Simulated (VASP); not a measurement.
Input of a VASP 6.6.1 run:

File INCAR:

```
SYSTEM = HfO2
  ALGO = Normal
  EDIFF = 1E-6
  ENCUT = 520
  GGA = PE
  ISIF = 2
  ISMEAR = -1
  LASPH = .TRUE.
  LCHARG = .FALSE.
  LREAL = .FALSE.
  LWAVE = .FALSE.
  NBANDS = 31
  NELM = 60
  PREC = Accurate
  SIGMA = 0.02
```

Contents of KPOINTS:

```
k-points
0
G
  8 8 6
  0 0 0
```

POSCAR

```
HfO2
1.0
    3.5766927294      0.0000000000      0.0000000000
    0.0000000000      3.5766927294      0.0000000000
    0.0000000000      0.0000000000      5.2022238258
Hf O
2 4
Direct
    0.5000000000      0.5000000000      0.5000000000
    0.0000000000      0.0000000000      0.0000000000
    0.0000000000      0.5000000000      0.6962102144
    0.5000000000      0.0000000000      0.8037897856
    0.5000000000      0.0000000000      0.3037897856
    0.0000000000      0.5000000000      0.1962102144
```

Potentials or basis: VASP PAW PBE potentials, release 64 (Hf_pv, O).

Run with:

```bash
$ cat potpaw_PBE.64/Hf_pv/POTCAR potpaw_PBE.64/O/POTCAR > POTCAR
$ mpirun -np 1 vasp_std > vasp.out
```

Q: Predict the pressure.

A: 2.5 GPa.

Q: Predict the band gap on the k mesh.

A: 4.71 eV (least direct gap 4.78 eV).

Q: Predict the largest force.

A: 0.033 eV/Å.

Forces on the atoms (eV/Å):
```
Hf   0.000  0.000  0.000
Hf   0.000  0.000  0.000
O    0.000  0.000  0.033
O    0.000  0.000 -0.033
O    0.000  0.000 -0.033
O    0.000  0.000  0.033
```

Caveat: spin-orbit coupling is left out, which moves the levels of the heavy elements. A k mesh can miss the band edges.
